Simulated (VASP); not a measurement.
# C (Pm) in VASP: further runs

The runs below take C through single point, with PBE+D3(BJ).

Program: VASP 6.6.1. These are calculated values, not measurements. Logs are shortened: lines on timing, memory, paths and dates and some standing lists are left out, and cuts for length are marked.

### Step 1. The cell of the first run

Symmetry: Pm, No. 6, monoclinic system. Conventional cell: a = 2.465 Å, b = 6.799 Å, c = 2.465 Å, α = 90.00°, β = 119.98°, γ = 90.00°. Within 1.7 Å of C (site symmetry m) lie 3 C at 1.30 to 1.49 Å. C (site symmetry m) has 3 C at 1.42 Å within 1.9 Å. Within 1.9 Å of C (site symmetry m) lie 3 C at 1.42 Å. C (site symmetry m) has 3 C at 1.30 to 1.49 Å within 1.7 Å.

### Step 2. Single point, PBE+D3(BJ) (atom 1 (C) moved +0.120 Å towards its neighbour atom 4 (C) at 1.423 Å)

Input file INCAR:

```
SYSTEM = C
  ALGO = Normal
  EDIFF = 1E-6
  ENCUT = 520
  GGA = PE
  ISIF = 2
  ISMEAR = 0
  IVDW = 12
  LASPH = .TRUE.
  LCHARG = .TRUE.
  LELF = .TRUE.
  LREAL = .FALSE.
  LVHAR = .TRUE.
  LWAVE = .FALSE.
  NBANDS = 16
  NELM = 80
  PREC = Accurate
  SIGMA = 0.15
```

Input file KPOINTS:

```
k-points
0
G
  22 22 8
  0 0 0
```

Input file POSCAR:

```
C
1.0
    1.2327689981     -2.1341461166      0.0000000000
    1.2327689981      2.1341461166      0.0000000000
    0.0000000000      0.0000000000      6.7989836842
C
4
Direct
    0.0271027905      0.8885802689      0.7500000000
    0.5833101797      0.4166898203      0.2500000000
    0.9166898203      0.0833101797      0.2500000000
    0.4166898203      0.5833101797      0.7500000000
```

Potentials or basis: VASP PAW PBE potentials, release 64 (C).

Run with:

```bash
$ cat potpaw_PBE.64/C/POTCAR > POTCAR
$ mpirun -np 1 vasp_std > vasp.out
```

OUTCAR:

```text
SYSTEM = C
   EDIFF = 1E-6
   ENCUT = 520
   GGA = PE
   ISIF = 2
   ISMEAR = 0
   IVDW = 12
   LASPH = .TRUE.
   LREAL = .FALSE.
   NELM = 80
   PREC = Accurate
 IVDW          = 12

 ion  position               nearest neighbor table
   1  0.027  0.889  0.750-   4 1.30   4 1.49   4 1.49
   2  0.583  0.417  0.250-   3 1.42   3 1.42   3 1.42
   3  0.917  0.083  0.250-   2 1.42   2 1.42   2 1.42
   4  0.417  0.583  0.750-   1 1.30   1 1.49   1 1.49

  LATTYP: Found a base centered orthorhombic cell.
 ALAT       =     2.4655379962
 B/A-ratio  =     1.7311808781
 C/A-ratio  =     2.7576065324

  Lattice vectors:

 A1 = (   1.2327689981,  -2.1341461166,   0.0000000000)
 A2 = (   1.2327689981,   2.1341461166,   0.0000000000)
 A3 = (   0.0000000000,   0.0000000000,   6.7989836842)

Analysis of symmetry for initial positions (statically):
=====================================================================
 Subroutine PRICEL returns:
 Original cell was already a primitive cell.

 Routine SETGRP: Setting up the symmetry group for a
 base centered orthorhombic supercell.

 Subroutine GETGRP returns: Found  2 space group operations
 (whereof  1 operations were pure point group operations)
 out of a pool of  8 trial point group operations.

The static configuration has the point symmetry C_1 .
 The point group associated with its full space group is C_1h.

Analysis of symmetry for dynamics (positions and initial velocities):
=====================================================================
 Subroutine PRICEL returns:
 Original cell was already a primitive cell.

 Routine SETGRP: Setting up the symmetry group for a
 base centered orthorhombic supercell.

 Subroutine GETGRP returns: Found  2 space group operations
 (whereof  1 operations were pure point group operations)
 out of a pool of  8 trial point group operations.

The dynamic configuration has the point symmetry C_1 .
 The point group associated with its full space group is C_1h.

 Subroutine INISYM returns: Found  2 space group operations
 (whereof  1 operations are pure point group operations),
 and found     1 'primitive' translations

----------------------------------------------------------------------------------------

                                     Primitive cell

  volume of cell :      35.7750

  direct lattice vectors                    reciprocal lattice vectors
     1.232768998 -2.134146117  0.000000000     0.405590991 -0.234285739  0.000000000
     1.232768998  2.134146117  0.000000000     0.405590991  0.234285739  0.000000000
     0.000000000  0.000000000  6.798983684     0.000000000  0.000000000  0.147080806

  length of vectors
     2.464609310  2.464609310  6.798983684     0.468394983  0.468394983  0.147080806

  position of ions in fractional coordinates (direct lattice)
     0.027102791  0.888580269  0.750000000
     0.583310180  0.416689820  0.250000000
     0.916689820  0.083310180  0.250000000
     0.416689820  0.583310180  0.750000000

  ion indices of the primitive-cell ions
   primitive index   ion index
                 1           1
                 2           2
                 3           3
                 4           4

----------------------------------------------------------------------------------------

 KPOINTS: k-points

Automatic generation of k-mesh.
 Grid dimensions read from file:
 generate k-points for:   22   22    8

 Generating k-lattice:

  Cartesian coordinates                     Fractional coordinates (reciprocal lattice)
     0.018435954 -0.010649352  0.000000000     0.045454545  0.000000000  0.000000000
     0.018435954  0.010649352  0.000000000     0.000000000  0.045454545  0.000000000
     0.000000000  0.000000000  0.018385101     0.000000000  0.000000000  0.125000000

  Length of vectors
     0.021290681  0.021290681  0.018385101

  Shift w.r.t. Gamma in fractional coordinates (k-lattice)
     0.000000000  0.000000000  0.000000000

 Subroutine IBZKPT returns following result:
 ===========================================

 Found   1220 irreducible k-points:

 Following reciprocal coordinates:
            Coordinates               Weight
  0.000000  0.000000  0.000000      1.000000
  0.045455  0.000000  0.000000      2.000000
  0.000000  0.045455  0.000000      2.000000
  0.090909  0.000000  0.000000      2.000000
  0.000000  0.090909  0.000000      2.000000
  0.136364  0.000000  0.000000      2.000000
[... 16 lines left out ...]
  0.000000  0.500000  0.000000      1.000000
  0.045455  0.045455  0.000000      2.000000
 [... further k-points ...]
   k-points           NKPTS =   1220   k-points in BZ     NKDIM =   1220   number of bands    NBANDS=     16
   number of dos      NEDOS =    301   number of ions     NIONS =      4
   total plane-waves  NPLWV =  17496
   dimension x,y,z NGX =    18 NGY =   18 NGZ =   54
   dimension x,y,z NGXF=    36 NGYF=   36 NGZF=  108
   ions per type =               4
   NGX,Y,Z   is equivalent  to a cutoff of  12.14, 12.14, 13.20 a.u.
   NGXF,Y,Z  is equivalent  to a cutoff of  24.28, 24.28, 26.41 a.u.
 SYSTEM =  C
   PREC   = accura    normal or accurate (medium, high low for compatibility)
   ISTART =      0    job   : 0-new  1-cont  2-samecut
   ICHARG =      2    charge: 1-file 2-atom 10-const
   ISPIN  =      1    spin polarized calculation?
   LNONCOLLINEAR =      F non collinear calculations
   LSORBIT =      F    spin-orbit coupling
   LASPH  =      T    aspherical Exc in radial PAW
   ENCUT  =  520.0 eV  38.22 Ry    6.18 a.u.   4.58  4.58 12.64*2*pi/ulx,y,z
   NELM   =     80;   NELMIN=  2; NELMDL= -5     # of ELM steps
   EDIFF  = 0.1E-05   stopping-criterion for ELM
   LREAL  =      F    real-space projection
   EDIFFG = 0.1E-04   stopping-criterion for IOM
   NSW    =      0    number of steps for IOM
   IBRION =     -1    ionic relax: 0-MD 1-quasi-New 2-CG
   NFREE  =      0    steps in history (QN), initial steepest desc. (CG)
   ISIF   =      2    stress and relaxation
   ISYM   =      2    0-nonsym 1-usesym 2-fastsym
   POTIM  = 0.5000    time-step for ionic-motion
   TEBEG  =    0.0;   TEEND  =   0.0 temperature during run
   PSTRESS=    0.0 pullay stress
   NELECT =      16.0000    total number of electrons
   NUPDOWN=      -1.0000    fix difference up-down
   EMIN   =  10.00;   EMAX   =-10.00  energy-range for DOS
   EFERMI =   0.00;   METHOD = LEGACY
   ISMEAR =     0;   SIGMA  =   0.15  broadening in eV -4-tet -1-fermi 0-gaus
   EFERMI_NEDOS =   21; number of points for ismear=-14 and -15
   IALGO  =     38    algorithm
   IMIX   =      4    mixing-type and parameters
     AMIX     =   0.40;   BMIX     =  1.00
     AMIX_MAG =   1.60;   BMIX_MAG =  1.00
  volume/ion in A,a.u.               =       8.94        60.36
  Fermi-wavevector in a.u.,A,eV,Ry     =   1.251954  2.365849 21.325603  1.567388
  Thomas-Fermi vector in A             =   2.385877
   LORBIT       =      0    0 simple, 1 ext, 2 COOP (PROOUT), +10 PAW based schemes
   GGA     = PE    functional components
   LHFCALC =     F    Hartree Fock is set to
   AEXX    =    0.0000 exact exchange contribution
   IVDW    =    12    specifies the selected vdW correction
   LEPSILON=     F    determine dielectric tensor
   LRPA    =     F    only Hartree local field effects (RPA)
 non-spin polarized calculation
 Gauss-broadening in eV      SIGMA  =   0.15
  energy-cutoff  :      520.00
  volume of cell :       35.78
 maximum number of plane-waves:       986
   NGX =  9   NGY =  9   NGZ = 25

 number of electron      15.9999998 magnetization

 Free energy of the ion-electron system (eV)
  ---------------------------------------------------
  ext. energy  EPLUGINS =         0.00000000
  ---------------------------------------------------
  free energy    TOTEN  =       -36.42055310 eV

  energy without entropy =      -36.42000070  energy(sigma->0) =      -36.42027690

 E-fermi :   4.5142     XC(G=0): -10.2229

 val. band max:        4.5060771131   @ k =   0.3636   0.3182   0.0000
 cond. band min:       4.5675725691   @ k =   0.3636   0.2727   0.2500
 fundamental gap:      0.0614954559
 Fermi energy:         4.5142149462

 k-point     1 :       0.0000    0.0000    0.0000
  band No.  band energies     occupation
      1     -15.0877      2.00000
      2     -14.8170      2.00000
      3      -3.9165      2.00000
      4      -2.0832      2.00000
      5      -0.0897      2.00000
      6       1.5321      2.00000
[... 8 lines left out ...]
     15      15.9842      0.00000
     16      16.2008      0.00000

 k-point     2 :       0.0455    0.0000    0.0000
  band No.  band energies     occupation
      1     -15.0390      2.00000
      2     -14.7692      2.00000
      3      -3.8559      2.00000
      4      -2.0260      2.00000
      5      -0.2383      2.00000
      6       1.3333      2.00000
[... 8 lines left out ...]
     15      15.8008      0.00000
     16      16.0175      0.00000

 k-point     3 :       0.0000    0.0455    0.0000
  band No.  band energies     occupation
      1     -15.0385      2.00000
      2     -14.7686      2.00000
      3      -3.8572      2.00000
      4      -2.0280      2.00000
      5      -0.1915      2.00000
      6       1.3324      2.00000
[... 8 lines left out ...]
     15      15.8067      0.00000
     16      16.0481      0.00000

 k-point     4 :       0.0909    0.0000    0.0000
  band No.  band energies     occupation
      1     -14.8930      2.00000
      2     -14.6260      2.00000
      3      -3.6744      2.00000
      4      -1.8546      2.00000
      5      -0.6673      2.00000
      6       0.7660      2.00000
[... 8 lines left out ...]
     15      15.2870      0.00000
     16      15.5178      0.00000
[... 324 lines left out ...]
 k-point    22 :       0.5000    0.0000    0.0000
  band No.  band energies     occupation
      1      -9.7901      2.00000
      2      -9.6189      2.00000
      3      -9.1737      2.00000
      4      -8.6535      2.00000
      5      -1.8427      2.00000
      6      -1.1139      2.00000
[... 8 lines left out ...]
     15      19.1034      0.00000
     16      19.4490      0.00000

 k-point    23 :       0.0000    0.5000    0.0000
  band No.  band energies     occupation
      1     -10.0638      2.00000
      2      -9.7167      2.00000
      3      -8.6663      2.00000
      4      -8.1225      2.00000
      5      -2.0170      2.00000
      6      -1.8421      2.00000
[... 8 lines left out ...]
     15      18.8694      0.00000
     16      19.0354      0.00000

 k-point    24 :       0.0455    0.0455    0.0000
  band No.  band energies     occupation
      1     -14.9411      2.00000
      2     -14.6732      2.00000
      3      -3.7361      2.00000
      4      -1.9139      2.00000
      5      -0.4797      2.00000
      6       0.9605      2.00000
[... 8 lines left out ...]
     15      15.4390      0.00000
     16      15.7171      0.00000

 [... further k-points ...]

------------------------ aborting loop because EDIFF is reached ----------------------------------------

 Edisp (eV)   -0.61583

 E8    (eV) :    -0.1742

  FORCE on cell =-STRESS in cart. coord.  units (eV):
  Direction    XX          YY          ZZ          XY          YZ          ZX
  --------------------------------------------------------------------------------------
  -------------------------------------------------------------------------------------
  Total       2.21515     0.52461     0.00809    -1.47143     0.00000     0.00000
  in kB      99.20503    23.49452     0.36242   -65.89781     0.00000     0.00000
  external pressure =       41.02 kB  Pullay stress =        0.00 kB

 VOLUME and BASIS-vectors are now :
 -----------------------------------------------------------------------------
  energy-cutoff  :      520.00
  volume of cell :       35.78
      direct lattice vectors                 reciprocal lattice vectors
     1.232768998 -2.134146117  0.000000000     0.405590991 -0.234285739  0.000000000
     1.232768998  2.134146117  0.000000000     0.405590991  0.234285739  0.000000000
     0.000000000  0.000000000  6.798983684     0.000000000  0.000000000  0.147080806

 POSITION                                       TOTAL-FORCE (eV/Angst)
 -----------------------------------------------------------------------------------
      1.12883      1.83852      5.09924         6.487462     -3.723039      0.000000
      1.23277     -0.35559      1.69975        -0.035298     -0.011922      0.000000
      1.23277     -1.77855      1.69975         0.031398      0.009804      0.000000
      1.23277      0.35559      5.09924        -6.483562      3.725157      0.000000
 -----------------------------------------------------------------------------------
    total drift:                               -0.000009      0.000004      0.000000

  FREE ENERGIE OF THE ION-ELECTRON SYSTEM (eV)
  ---------------------------------------------------
  free  energy   TOTEN  =       -37.0363790365 eV

  energy  without entropy=      -37.0358266375  energy(sigma->0) =      -37.03610284
```

Run time: 5.2 min. Hardware: 1 thread of Intel Xeon Platinum 8488C (Sapphire Rapids), shared host; peak memory 0.56 GiB.

Results:

| Property | Result |
| --- | --- |
| Free energy | -37.0364 eV |
| Pressure | 4.1 GPa |
| Largest force | 7.480 eV/Å |
| Dispersion energy per atom | -0.154 eV |

Forces in eV/Å, atoms in the order of the input:
```
C    6.487 -3.723  0.000
C   -0.035 -0.012  0.000
C    0.031  0.010  0.000
C   -6.484  3.725  0.000
```

Stress tensor (GPa, compression positive):
```
 9.92 -6.59  0.00
-6.59  2.35  0.00
 0.00  0.00  0.04
```

Caveat: the cell differs from its parent crystal (atom 1 (C) moved +0.120 Å towards its neighbour atom 4 (C) at 1.423 Å); the cell stands under pressure; forces of over 1 eV/Å act on the atoms, so gaps and moduli don't describe the material at rest.

### Step 3. Single point, PBE+D3(BJ) (atom 1 (C) moved -0.080 Å towards its neighbour atom 4 (C) at 1.423 Å)

Input file INCAR:

```
ALGO = Normal
EDIFF = 1E-6
ENCUT = 520
GGA = PE
ISIF = 2
ISMEAR = 0
IVDW = 12
LASPH = T
LCHARG = F
LREAL = F
LWAVE = F
NBANDS = 16
NELM = 60
PREC = Accurate
SIGMA = 0.15
```

Input file KPOINTS:

```
k-points
0
Gamma
  22 22 8
```

POSCAR: that of step 2 with these lines changed.

```diff
@@ -8,3 +8,3 @@
 Direct
-    0.0271027905      0.8885802689      0.7500000000
+    0.1207817725      0.9354295212      0.7500000000
     0.5833101797      0.4166898203      0.2500000000
```

Potentials or basis: VASP PAW PBE potentials, release 64 (C).

Run with:

```bash
$ cat potpaw_PBE.64/C/POTCAR > POTCAR
$ mpirun -np 1 vasp_std > vasp.out
```

It took 4.1 min on 1 thread of Intel Xeon 6975P-C (Granite Rapids), shared host; peak memory 0.56 GiB.

Results (log left out):

| Property | Result |
| --- | --- |
| Free energy | -37.3035 eV |
| Pressure | 1.7 GPa |
| Largest force | 3.886 eV/Å |
| Dispersion energy per atom | -0.154 eV |

Forces in eV/Å, atoms in the order of the input:
```
C   -3.383  1.911  0.000
C    0.026  0.002  0.000
C   -0.022 -0.001  0.000
C    3.379 -1.913  0.000
```

Stress tensor (GPa, compression positive):
```
 0.74  3.32  0.00
 3.32  4.49  0.00
 0.00  0.00 -0.07
```

Levels at points of the mesh, in eV from the Fermi level:
| k point | band 6 | band 7 | band 8 | band 9 | band 10 | band 11 |
| --- | --- | --- | --- | --- | --- | --- |
| (0.00, 0.00, 0.00) | -3.05 | -3.04 | -1.75 | 4.17 | 6.77 | 8.31 |
| (0.50, 0.00, 0.00) | -6.42 | -2.97 | -2.46 | 1.80 | 2.78 | 7.19 |
| (0.00, 0.50, 0.00) | -6.03 | -2.49 | -2.19 | 1.42 | 1.84 | 7.27 |
| (0.50, 0.50, 0.00) | -6.04 | -2.89 | -1.51 | 0.75 | 2.22 | 7.12 |
| (0.00, 0.00, 0.50) | -3.05 | -3.04 | -1.75 | 6.69 | 6.71 | 6.77 |
| (0.50, 0.00, 0.50) | -6.42 | -2.90 | -2.39 | 1.62 | 2.56 | 7.19 |
| (0.00, 0.50, 0.50) | -6.03 | -2.40 | -2.10 | 1.22 | 1.62 | 7.27 |
| (0.50, 0.50, 0.50) | -6.04 | -2.39 | -2.10 | 1.23 | 1.63 | 7.25 |

Caveat: the cell differs from its parent crystal (atom 1 (C) moved -0.080 Å towards its neighbour atom 4 (C) at 1.423 Å); forces of over 1 eV/Å act on the atoms, so gaps and moduli don't describe the material at rest.
